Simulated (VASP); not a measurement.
A run of VASP 6.6.1 is set up as follows.

INCAR

```
  PREC = Accurate
  ENCUT = 520
  EDIFF = 1E-7
  ISMEAR = -1
  SIGMA = 0.01
  LREAL = False
  LASPH = True
  NELM = 60
  ALGO = Normal
  ISIF = 2
  LWAVE = False
  LCHARG = True
  LELF = True
  LVHAR = True
  NBANDS = 33
```

KPOINTS

```
Automatic mesh
0
Gamma
  5 5 5
```

POSCAR

```
Sc3InC
1.0
    4.6301232226      0.0000000000      0.0000000000
    0.0000000000      4.6301232226      0.0000000000
    0.0000000000      0.0000000000      4.6301232226
Sc In C
3 1 1
Direct
    0.5000000000      0.0000000000      0.5000000000
    0.0000000000      0.5000000000      0.5000000000
    0.5000000000      0.5000000000      0.0000000000
    0.0000000000      0.0000000000      0.0000000000
    0.5000000000      0.5000000000      0.5000000000
```

Potentials or basis: VASP PAW LDA potentials, release 64 (Sc_sv, In_d, C).

The run is started by

```sh
$ cat potpaw_LDA.64/Sc_sv/POTCAR potpaw_LDA.64/In_d/POTCAR potpaw_LDA.64/C/POTCAR > POTCAR
$ mpirun -np 1 vasp_std > vasp.out
```

Question: Predict the pressure.

Answer: -10.0 GPa.

Question: What does it give for the band gap on the k mesh?

Answer: Zero (band 25 reaches 4.79 eV, above the bottom of band 26 at 4.71 eV).

Caveat: spin-orbit coupling is left out, which moves the levels of the heavy elements.
